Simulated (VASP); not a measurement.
# W (Fm-3m) in VASP: a series of runs

Runs on W. Level: PBEsol. Tasks: single point.

Program: VASP 6.6.1. These are calculated values, not measurements. Logs are shortened: lines on timing, memory, paths and dates and some standing lists are left out, and cuts for length are marked.

### 1 The cell of the first run

The structure is cubic, space group Fm-3m (No. 225). The conventional cell has a = 4.073 Å, b = 4.073 Å, c = 4.073 Å, α = 90.00°, β = 90.00°, γ = 90.00°. W (site symmetry m-3m) has 12 W at 2.88 Å within 3.8 Å.

### 2 Single point, PBEsol

Contents of INCAR:

```
PREC = Accurate ; ENCUT = 520
EDIFF = 1E-7 ; ISMEAR = -1
SIGMA = 0.1 ; LREAL = F
LASPH = T ; NELM = 80
ALGO = Normal ; ISIF = 2
LWAVE = F ; LCHARG = F
GGA = PS ; NBANDS = 13
```

Contents of KPOINTS:

```
regular mesh
0
Gamma
  12 12 12
```

Contents of POSCAR:

```
W
1.0
    0.0000000000      2.0367442356      2.0367442356
    2.0367442356      0.0000000000      2.0367442356
    2.0367442356      2.0367442356      0.0000000000
W
1
Direct
    0.0000000000      0.0000000000      0.0000000000
```

Potentials or basis: VASP PAW PBE potentials, release 64 (W_sv).

Run with:

```
cat potpaw_PBE.64/W_sv/POTCAR > POTCAR
mpirun -np 1 vasp_std > vasp.out
```

OUTCAR:

```text
PREC = Accurate
   ENCUT = 520
   EDIFF = 1E-7
   ISMEAR = -1
   LREAL = F
   LASPH = T
   NELM = 80
   ISIF = 2
   GGA = PS

 ion  position               nearest neighbor table
   1  0.000  0.000  0.000-

  LATTYP: Found a face centered cubic cell.
 ALAT       =     4.0734884712

  Lattice vectors:

 A1 = (   0.0000000000,   2.0367442356,   2.0367442356)
 A2 = (   2.0367442356,   0.0000000000,   2.0367442356)
 A3 = (   2.0367442356,   2.0367442356,   0.0000000000)

Analysis of symmetry for initial positions (statically):
=====================================================================
 Subroutine PRICEL returns:
 Original cell was already a primitive cell.

 Routine SETGRP: Setting up the symmetry group for a
 face centered cubic supercell.

 Subroutine GETGRP returns: Found 48 space group operations
 (whereof 48 operations were pure point group operations)
 out of a pool of 48 trial point group operations.

The static configuration has the point symmetry O_h .

Analysis of symmetry for dynamics (positions and initial velocities):
=====================================================================
 Subroutine PRICEL returns:
 Original cell was already a primitive cell.

 Routine SETGRP: Setting up the symmetry group for a
 face centered cubic supercell.

 Subroutine GETGRP returns: Found 48 space group operations
 (whereof 48 operations were pure point group operations)
 out of a pool of 48 trial point group operations.

The dynamic configuration has the point symmetry O_h .

 Subroutine INISYM returns: Found 48 space group operations
 (whereof 48 operations are pure point group operations),
 and found     1 'primitive' translations

----------------------------------------------------------------------------------------

                                     Primitive cell

  volume of cell :      16.8982

  direct lattice vectors                    reciprocal lattice vectors
     0.000000000  2.036744236  2.036744236    -0.245489832  0.245489832  0.245489832
     2.036744236  0.000000000  2.036744236     0.245489832 -0.245489832  0.245489832
     2.036744236  2.036744236  0.000000000     0.245489832  0.245489832 -0.245489832

  length of vectors
     2.880391321  2.880391321  2.880391321     0.425200862  0.425200862  0.425200862

  position of ions in fractional coordinates (direct lattice)
     0.000000000  0.000000000  0.000000000

  ion indices of the primitive-cell ions
   primitive index   ion index
                 1           1

----------------------------------------------------------------------------------------

 KPOINTS: regular mesh

Automatic generation of k-mesh.
 Grid dimensions read from file:
 generate k-points for:   12   12   12

 Generating k-lattice:

  Cartesian coordinates                     Fractional coordinates (reciprocal lattice)
    -0.020457486  0.020457486  0.020457486     0.083333333  0.000000000  0.000000000
     0.020457486 -0.020457486  0.020457486     0.000000000  0.083333333  0.000000000
     0.020457486  0.020457486 -0.020457486     0.000000000  0.000000000  0.083333333

  Length of vectors
     0.035433405  0.035433405  0.035433405

  Shift w.r.t. Gamma in fractional coordinates (k-lattice)
     0.000000000  0.000000000  0.000000000

 Subroutine IBZKPT returns following result:
 ===========================================

 Found     72 irreducible k-points:

 Following reciprocal coordinates:
            Coordinates               Weight
  0.000000  0.000000  0.000000      1.000000
  0.083333  0.000000  0.000000      8.000000
  0.166667  0.000000  0.000000      8.000000
  0.250000  0.000000  0.000000      8.000000
  0.333333  0.000000  0.000000      8.000000
  0.416667  0.000000  0.000000      8.000000
[... 16 lines left out ...]
  0.500000  0.166667  0.000000     24.000000
 -0.416667  0.166667  0.000000     24.000000
 [... further k-points ...]
   k-points           NKPTS =     72   k-points in BZ     NKDIM =     72   number of bands    NBANDS=     13
   number of dos      NEDOS =    301   number of ions     NIONS =      1
   total plane-waves  NPLWV =  13824
   dimension x,y,z NGX =    24 NGY =   24 NGZ =   24
   dimension x,y,z NGXF=    48 NGYF=   48 NGZF=   48
   ions per type =               1
   NGX,Y,Z   is equivalent  to a cutoff of  13.85, 13.85, 13.85 a.u.
   NGXF,Y,Z  is equivalent  to a cutoff of  27.70, 27.70, 27.70 a.u.
 SYSTEM =  unknown system
   PREC   = accura    normal or accurate (medium, high low for compatibility)
   ISTART =      0    job   : 0-new  1-cont  2-samecut
   ICHARG =      2    charge: 1-file 2-atom 10-const
   ISPIN  =      1    spin polarized calculation?
   LNONCOLLINEAR =      F non collinear calculations
   LSORBIT =      F    spin-orbit coupling
   LASPH  =      T    aspherical Exc in radial PAW
   ENCUT  =  520.0 eV  38.22 Ry    6.18 a.u.   5.36  5.36  5.36*2*pi/ulx,y,z
   NELM   =     80;   NELMIN=  2; NELMDL= -5     # of ELM steps
   EDIFF  = 0.1E-06   stopping-criterion for ELM
   LREAL  =      F    real-space projection
   EDIFFG = 0.1E-05   stopping-criterion for IOM
   NSW    =      0    number of steps for IOM
   IBRION =     -1    ionic relax: 0-MD 1-quasi-New 2-CG
   NFREE  =      0    steps in history (QN), initial steepest desc. (CG)
   ISIF   =      2    stress and relaxation
   ISYM   =      2    0-nonsym 1-usesym 2-fastsym
   POTIM  = 0.5000    time-step for ionic-motion
   TEBEG  =    0.0;   TEEND  =   0.0 temperature during run
   PSTRESS=    0.0 pullay stress
   NELECT =      14.0000    total number of electrons
   NUPDOWN=      -1.0000    fix difference up-down
   EMIN   =  10.00;   EMAX   =-10.00  energy-range for DOS
   EFERMI =   0.00;   METHOD = LEGACY
   ISMEAR =    -1;   SIGMA  =   0.10  broadening in eV -4-tet -1-fermi 0-gaus
   EFERMI_NEDOS =   21; number of points for ismear=-14 and -15
   IALGO  =     38    algorithm
   IMIX   =      4    mixing-type and parameters
     AMIX     =   0.40;   BMIX     =  1.00
     AMIX_MAG =   1.60;   BMIX_MAG =  1.00
  volume/ion in A,a.u.               =      16.90       114.03
  Fermi-wavevector in a.u.,A,eV,Ry     =   1.537580  2.905605 32.166238  2.364152
  Thomas-Fermi vector in A             =   2.644069
   LORBIT       =      0    0 simple, 1 ext, 2 COOP (PROOUT), +10 PAW based schemes
   GGA     = PS    functional components
   LHFCALC =     F    Hartree Fock is set to
   AEXX    =    0.0000 exact exchange contribution
   IVDW    =     0    specifies the selected vdW correction
   LEPSILON=     F    determine dielectric tensor
   LRPA    =     F    only Hartree local field effects (RPA)
 non-spin polarized calculation
  energy-cutoff  :      520.00
  volume of cell :       16.90
 maximum number of plane-waves:       468
 NGX is ok and might be reduce to    24
   NGX = 11   NGY = 11   NGZ = 11

 number of electron      14.0000001 magnetization

 Free energy of the ion-electron system (eV)
  ---------------------------------------------------
  ext. energy  EPLUGINS =         0.00000000
  ---------------------------------------------------
  free energy    TOTEN  =       -13.28869268 eV

  energy without entropy =      -13.24590309  energy(sigma->0) =      -13.26729789

 E-fermi :   9.9568     XC(G=0): -13.3926

 val. band max:        9.9547482179   @ k =  -0.2500   0.0833   0.0000
 cond. band min:       9.9706687628   @ k =   0.5000   0.1667   0.0833
 fundamental gap:      0.0159205449
 Fermi energy:         9.9567797233

 k-point     1 :       0.0000    0.0000    0.0000
  band No.  band energies     occupation
      1     -63.7567      2.00000
      2     -27.4189      2.00000
      3     -27.4189      2.00000
      4     -27.4189      2.00000
      5       1.0702      2.00000
      6       9.3990      1.99247
      7       9.3990      1.99247
      8       9.3990      1.99247
      9      12.3876      0.00000
     10      12.3876      0.00000
     11      22.7095      0.00000
     12      27.7480      0.00000
     13      27.7480      0.00000

 k-point     2 :       0.0833    0.0000    0.0000
  band No.  band energies     occupation
      1     -63.7505      2.00000
      2     -27.4932      2.00000
      3     -27.4285      2.00000
      4     -27.4285      2.00000
      5       1.3632      2.00000
      6       9.1801      1.99915
      7       9.5326      1.97164
      8       9.5326      1.97164
      9      12.2713      0.00000
     10      12.2713      0.00000
     11      23.2873      0.00000
     12      26.5836      0.00000
     13      28.2956      0.00000

 k-point     3 :       0.1667    0.0000    0.0000
  band No.  band energies     occupation
      1     -63.7335      2.00000
      2     -27.6926      2.00000
      3     -27.4546      2.00000
      4     -27.4546      2.00000
      5       2.1709      2.00000
      6       8.7120      1.99999
      7       9.7988      1.65833
      8       9.7988      1.65833
      9      12.1343      0.00000
     10      12.1343      0.00000
     11      24.1927      0.00000
     12      25.3585      0.00000
     13      29.8253      0.00000
[... 305 lines left out ...]
 k-point    23 :       0.5000    0.1667    0.0000
  band No.  band energies     occupation
      1     -63.6557      2.00000
      2     -28.3575      2.00000
      3     -27.7181      2.00000
      4     -27.6202      2.00000
      5       5.3540      2.00000
      6       7.9690      2.00000
      7       9.2498      1.99830
      8      10.1572      0.23759
      9      14.8693      0.00000
     10      15.8928      0.00000
     11      19.4450      0.00000
     12      24.5140      0.00000
     13      27.5249      0.00000

 k-point    24 :      -0.4167    0.1667    0.0000
  band No.  band energies     occupation
      1     -63.6542      2.00000
      2     -28.3665      2.00000
      3     -27.7528      2.00000
      4     -27.5986      2.00000
      5       5.4407      2.00000
      6       8.0472      2.00000
      7       9.4587      1.98635
      8      10.0303      0.64804
      9      14.2026      0.00000
     10      16.4907      0.00000
     11      19.3777      0.00000
     12      24.5075      0.00000
     13      27.1232      0.00000

 [... further k-points ...]

------------------------ aborting loop because EDIFF is reached ----------------------------------------

  FORCE on cell =-STRESS in cart. coord.  units (eV):
  Direction    XX          YY          ZZ          XY          YZ          ZX
  --------------------------------------------------------------------------------------
  -------------------------------------------------------------------------------------
  Total       -1.5602333     -1.5602333     -1.5602333      0.0000000      0.0000000     -0.0000000
  in kB     -147.9314922   -147.9314922   -147.9314922      0.0000000      0.0000000     -0.0000000
  external PRESSURE =    -147.9314922 kB  Pullay stress =       0.0000000 kB

 VOLUME and BASIS-vectors are now :
 -----------------------------------------------------------------------------
  energy-cutoff  :      520.00
  volume of cell :       16.90
      direct lattice vectors                 reciprocal lattice vectors
     0.000000000  2.036744236  2.036744236    -0.245489832  0.245489832  0.245489832
     2.036744236  0.000000000  2.036744236     0.245489832 -0.245489832  0.245489832
     2.036744236  2.036744236  0.000000000     0.245489832  0.245489832 -0.245489832

 POSITION                                       TOTAL-FORCE (eV/Angst)
 -----------------------------------------------------------------------------------
      0.00000      0.00000      0.00000         0.000000      0.000000      0.000000
 -----------------------------------------------------------------------------------
    total drift:                               -0.000000      0.000000      0.000000

  FREE ENERGIE OF THE ION-ELECTRON SYSTEM (eV)
  ---------------------------------------------------
  free  energy   TOTEN  =       -13.2886926806 eV

  energy  without entropy=      -13.2459030906  energy(sigma->0) =      -13.26729789
```

It took 7.5 s on 1 thread of Intel Xeon 6975P-C, shared host; peak memory 0.15 GiB.

Results:

```
Free energy            : -13.2887 eV
Pressure               : -14.8 GPa
Band gap on the k mesh : zero (band 7 reaches 12.83 eV, above the bottom of band 8 at 9.40 eV)
```

Levels at points of the mesh, in eV from the Fermi level:
```
           k point  band 3  band 4  band 5  band 6  band 7  band 8  band 9  band 10  band 11  band 12
(0.00, 0.00, 0.00)  -37.38  -37.38   -8.89   -0.56   -0.56   -0.56    2.43     2.43    12.75    17.79
(0.50, 0.00, 0.00)  -37.52  -37.52   -5.49   -0.77   -0.77    0.53    4.82     4.82     9.81    12.37
(0.50, 0.50, 0.00)  -37.75  -37.75   -5.33   -4.37    2.87    4.77    5.52     5.52    11.45    11.45
```

Caveat: the PAW data sets were made with another functional, which shifts forces and pressure a little; spin-orbit coupling is left out, which moves the levels of the heavy elements.

(Part 1 of 2 ends here.)
